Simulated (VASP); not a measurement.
Crystal: PbF2.

```
CELL_PARAMETERS angstrom
0.00000 2.96366 2.96366
2.96366 0.00000 2.96366
2.96366 2.96366 0.00000
ATOMIC_POSITIONS crystal
Pb 0.00000 0.00000 0.00000
F 0.75000 0.75000 0.75000
F 0.25000 0.25000 0.25000
```

- Program: VASP 6.6.1
- Task: relaxation of cell and atoms
- Functional: BLYP
- Potentials or basis: VASP PAW PBE potentials, release 64 (Pb_d, F)
- Cutoff: 600 eV
- k mesh: 8 × 8 × 8
- Occupations: fermi-dirac, width 0.05 eV
- Spin: no spin polarisation

At the start: pressure 5.0 GPa; volume 17.35 Å³/atom.

Q: Where does the relaxation end?

A: Over 3 steps the energy falls by 17.9 meV/atom and the volume is 18.57 Å³/atom (+7.0 %); space group Fm-3m (No. 225, to 0.1 Å) before and after.

The path:
| step | energy change (eV) | largest force (eV/Å) | pressure (GPa) | volume (Å³) |
| --- | --- | --- | --- | --- |
| 1 | 0.0000 | 0.0000 | 4.98 | 52.06 |
| 2 | -0.0528 | 0.0000 | -0.57 | 56.24 |
| 3 | -0.0537 | 0.0000 | 0.00 | 55.72 |

Final structure:
```xyz
3
Lattice="0.0000 3.0314 3.0314 3.0314 0.0000 3.0314 3.0314 3.0314 0.0000" Properties=species:S:1:pos:R:3 pbc="T T T"
Pb    0.0000    0.0000    0.0000
F     4.5472    4.5472    4.5472
F     1.5157    1.5157    1.5157
```

Caveat: the PAW data sets were made with another functional, which shifts forces and pressure a little.
